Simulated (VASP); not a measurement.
Input of a VASP 6.6.1 run:

The input INCAR:

```
PREC = Accurate
ENCUT = 500
EDIFF = 1E-6
ISMEAR = 0
SIGMA = 0.1
LREAL = F
LASPH = T
NELM = 120
ALGO = Normal
ISIF = 2
LWAVE = F
LCHARG = F
GGA = PE
ISYM = 0
NBANDS = 16
GGA_COMPAT = F
```

The input KPOINTS:

```
Automatic mesh
0
Gamma
  4 4 4
  0.5 0.5 0.5
```

File POSCAR:

```
AgCl
1.0
    0.0000000000      2.7726629968      2.7726629968
    2.7726629968      0.0000000000      2.7726629968
    2.7726629968      2.7726629968      0.0000000000
Ag Cl
1 1
Direct
    0.0000000000      0.0000000000      0.0000000000
    0.5000000000      0.5000000000      0.5000000000
```

Potentials or basis: VASP PAW PBE potentials, release 64 (Ag, Cl).

Launch:

```bash
$ cat potpaw_PBE.64/Ag/POTCAR potpaw_PBE.64/Cl/POTCAR > POTCAR
$ mpirun -np 1 vasp_std > vasp.out
```

(1) What does it give for the band gap on the k mesh?

(2) Predict the pressure.

## Answers

(1) 1.84 eV, indirect (least direct gap 3.18 eV).

(2) 1.5 GPa.
